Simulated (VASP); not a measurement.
# Cs (P6_3/mmc) in VASP: further runs, part 3 of 4

VASP 6.6.1. Earlier steps stand in the parts before.

## Step 4: Single point, PBEsol

This run uses another cell than the first one, of 57.43 Å³/atom, 1.156 times its volume.

INCAR

```
SYSTEM = Cs
PREC = Accurate
ENCUT = 520
EDIFF = 1E-6
ISMEAR = -1
SIGMA = 0.08
LREAL = .FALSE.
LASPH = .TRUE.
NELM = 80
ALGO = Normal
ISIF = 2
LWAVE = .FALSE.
LCHARG = .FALSE.
GGA = PS
NBANDS = 16
```

KPOINTS

```
Automatic mesh
0
G
  8 8 5
  0 0 0
```

POSCAR

```
Cs
1.0
    4.3422535914      0.0000000000      0.0000000000
   -2.1711267957      3.7605019198      0.0000000000
    0.0000000000      0.0000000000      7.0344508181
Cs
2
Direct
    0.3333333333      0.6666666667      0.2500000000
    0.6666666667      0.3333333333      0.7500000000
```

Potentials or basis: VASP PAW PBE potentials, release 64 (Cs_sv).

Command:

```console
$ cat potpaw_PBE.64/Cs_sv/POTCAR > POTCAR
$ mpirun -np 1 vasp_std > vasp.out
```

OUTCAR:

```text
SYSTEM = Cs
   PREC = Accurate
   ENCUT = 520
   EDIFF = 1E-6
   ISMEAR = -1
   LREAL = .FALSE.
   LASPH = .TRUE.
   NELM = 80
   ISIF = 2
   GGA = PS

 ion  position               nearest neighbor table
   1  0.333  0.667  0.250-
   2  0.667  0.333  0.750-

  LATTYP: Found a hexagonal cell.
 ALAT       =     4.3422535914
 C/A-ratio  =     1.6200000000

  Lattice vectors:

 A1 = (   4.3422535914,   0.0000000000,   0.0000000000)
 A2 = (  -2.1711267957,   3.7605019198,   0.0000000000)
 A3 = (   0.0000000000,   0.0000000000,   7.0344508181)

Analysis of symmetry for initial positions (statically):
=====================================================================
 Subroutine PRICEL returns:
 Original cell was already a primitive cell.

 Routine SETGRP: Setting up the symmetry group for a
 hexagonal supercell.

 Subroutine GETGRP returns: Found 24 space group operations
 (whereof 12 operations were pure point group operations)
 out of a pool of 24 trial point group operations.

The static configuration has the point symmetry D_3d.
 The point group associated with its full space group is D_6h.

Analysis of symmetry for dynamics (positions and initial velocities):
=====================================================================
 Subroutine PRICEL returns:
 Original cell was already a primitive cell.

 Routine SETGRP: Setting up the symmetry group for a
 hexagonal supercell.

 Subroutine GETGRP returns: Found 24 space group operations
 (whereof 12 operations were pure point group operations)
 out of a pool of 24 trial point group operations.

The dynamic configuration has the point symmetry D_3d.
 The point group associated with its full space group is D_6h.

 Subroutine INISYM returns: Found 24 space group operations
[... 110 lines left out ...]
   EMIN   =  10.00;   EMAX   =-10.00  energy-range for DOS
   EFERMI =   0.00;   METHOD = LEGACY
   ISMEAR =    -1;   SIGMA  =   0.08  broadening in eV -4-tet -1-fermi 0-gaus
   EFERMI_NEDOS =   21; number of points for ismear=-14 and -15
   IALGO  =     38    algorithm
   IMIX   =      4    mixing-type and parameters
     AMIX     =   0.40;   BMIX     =  1.00
     AMIX_MAG =   1.60;   BMIX_MAG =  1.00
  volume/ion in A,a.u.               =      57.43       387.58
  Fermi-wavevector in a.u.,A,eV,Ry     =   0.882610  1.667890 10.598932  0.779000
  Thomas-Fermi vector in A             =   2.003264
   LORBIT       =      0    0 simple, 1 ext, 2 COOP (PROOUT), +10 PAW based schemes
   GGA     = PS    functional components
   LHFCALC =     F    Hartree Fock is set to
   AEXX    =    0.0000 exact exchange contribution
   IVDW    =     0    specifies the selected vdW correction
   LEPSILON=     F    determine dielectric tensor
   LRPA    =     F    only Hartree local field effects (RPA)
 non-spin polarized calculation
  energy-cutoff  :      520.00
  volume of cell :      114.87
 maximum number of plane-waves:      3110
   NGX = 17   NGY = 17   NGZ = 27

 number of electron      18.0000000 magnetization

 Free energy of the ion-electron system (eV)
  ---------------------------------------------------
  ext. energy  EPLUGINS =         0.00000000
  ---------------------------------------------------
  free energy    TOTEN  =        -1.24242782 eV

  energy without entropy =       -1.18142144  energy(sigma->0) =       -1.21192463

 E-fermi :   2.7310     XC(G=0):  -7.6657

 val. band max:        2.7170680518   @ k =   0.5000   0.0000   0.2000
 cond. band min:       2.7367157051   @ k =   0.2500   0.0000   0.4000
 fundamental gap:      0.0196476532
 Fermi energy:         2.7310018746

 k-point     1 :       0.0000    0.0000    0.0000
  band No.  band energies     occupation
      1     -21.0043      2.00000
      2     -20.8749      2.00000
      3      -8.4122      2.00000
      4      -7.4356      2.00000
      5      -7.4356      2.00000
      6      -7.2939      2.00000
[... 433 lines left out ...]
      3      -8.2795      2.00000
      4      -8.2093      2.00000
      5      -7.6617      2.00000
      6      -7.5683      2.00000
[... 8 lines left out ...]
     15       6.0632      0.00000
     16       6.8458      0.00000

 [... further k-points ...]

------------------------ aborting loop because EDIFF is reached ----------------------------------------

  FORCE on cell =-STRESS in cart. coord.  units (eV):
  Direction    XX          YY          ZZ          XY          YZ          ZX
  --------------------------------------------------------------------------------------
  -------------------------------------------------------------------------------------
  Total        2.0773301      2.0773301      2.1708872      0.0000000      0.0000000      0.0000000
  in kB       28.9750968     28.9750968     30.2800546      0.0000000      0.0000000      0.0000000
  external PRESSURE =      29.4100827 kB  Pullay stress =       0.0000000 kB

 VOLUME and BASIS-vectors are now :
 -----------------------------------------------------------------------------
  energy-cutoff  :      520.00
  volume of cell :      114.87
      direct lattice vectors                 reciprocal lattice vectors
     4.342253591  0.000000000  0.000000000     0.230295163  0.132960975  0.000000000
    -2.171126796  3.760501920  0.000000000     0.000000000  0.265921949  0.000000000
     0.000000000  0.000000000  7.034450818     0.000000000  0.000000000  0.142157508

 POSITION                                       TOTAL-FORCE (eV/Angst)
 -----------------------------------------------------------------------------------
     -0.00000      2.50700      1.75861         0.000000     -0.000000     -0.000000
      2.17113      1.25350      5.27584        -0.000000      0.000000      0.000000
 -----------------------------------------------------------------------------------
    total drift:                               -0.000000      0.000000     -0.000000

  FREE ENERGIE OF THE ION-ELECTRON SYSTEM (eV)
  ---------------------------------------------------
  free  energy   TOTEN  =        -1.2424278225 eV

  energy  without entropy=       -1.1814214394  energy(sigma->0) =       -1.21192463
```

stdout:

```text
POSCAR found type information on POSCAR Cs
 POSCAR found :  1 types and       2 ions
 scaLAPACK will be used
 -----------------------------------------------------------------------------
|                                                                             |
|                                                                             |
|     You enforced a specific xc type in the INCAR file but a different       |
|     I HOPE YOU KNOW WHAT YOU ARE DOING!                                     |
|                                                                             |
 -----------------------------------------------------------------------------

 LDA part: xc-table for (Slater+PW92), standard interpolation
 POSCAR, INCAR and KPOINTS ok, starting setup
 FFT: planning ... GRIDC
 FFT: planning ... GRID_SOFT
 FFT: planning ... GRID
 WAVECAR not read
 entering main loop
```

Wall time 16 s (1 thread of Intel Xeon 6975P-C (Granite Rapids), shared host); peak memory 0.23 GiB.

Results:

| Item | Value |
| --- | --- |
| Free energy | -1.2424 eV |
| Pressure | 2.9 GPa |
| Band gap on the k mesh | zero (band 9 reaches 3.08 eV, above the bottom of band 10 at 2.02 eV) |

Levels at points of the mesh, in eV from the Fermi level:
```tsv
k point	band 7	band 8	band 9	band 10	band 11	band 12
(0.00, 0.00, 0.00)	-10.02	-10.01	-2.17	-0.40	2.37	2.67
(0.50, 0.00, 0.00)	-10.29	-10.16	-0.04	0.01	0.23	1.77
```

Caveat: the PAW data sets were made with another functional, which shifts forces and pressure a little; spin-orbit coupling is left out, which moves the levels of the heavy elements.

(Part 3 of 4 ends here.)
